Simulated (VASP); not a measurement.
The system is Ga2O3.

```xyz
10
Lattice="6.1874 -1.5385 0.0000 6.1874 1.5385 0.0000 -1.4042 0.0000 5.7041" Properties=species:S:1:pos:R:3 pbc="T T T"
Ga    3.2607    0.0000    3.9129
Ga    7.7098    0.0000    1.7912
Ga   10.9664    0.0000    1.1716
Ga    0.0041    0.0000    4.5325
O     5.1942    0.0000    4.2404
O     5.7763    0.0000    1.4637
O     9.6168    0.0000    2.4915
O     1.3537    0.0000    3.2125
O     9.0890    0.0000    5.0778
O     1.8815    0.0000    0.6263
```

Base run:

```yaml
Program: VASP 6.6.1
Functional: revPBE
Dispersion: D3(BJ)
Potentials_or_basis: VASP PAW PBE potentials, release 64 (Ga_d, O)
Cutoff: 520 eV
k_mesh: 9 × 9 × 5
Occupations: fermi-dirac, width 0.05 eV
Spin: no spin polarisation
```

Its results: band gap on the k mesh 2.15 eV (least direct gap 2.18 eV); pressure -0.4 GPa; largest force 0.146 eV/Å.

Q: The run is repeated on the same cell with these changes: dispersion from D3(BJ) to none. What comes out?

A: Band gap on the k mesh 2.15 eV (least direct gap 2.18 eV); pressure 5.4 GPa; largest force 0.140 eV/Å.

Dispersion adds attraction, which lowers the pressure at fixed volume and, as a term added to the energy, leaves the levels alone.

Caveats: the PAW data sets were made with another functional, which shifts forces and pressure a little; an odd mesh through Γ misses points on the zone boundary, where band edges can lie; the cell stands under pressure (at least some runs).
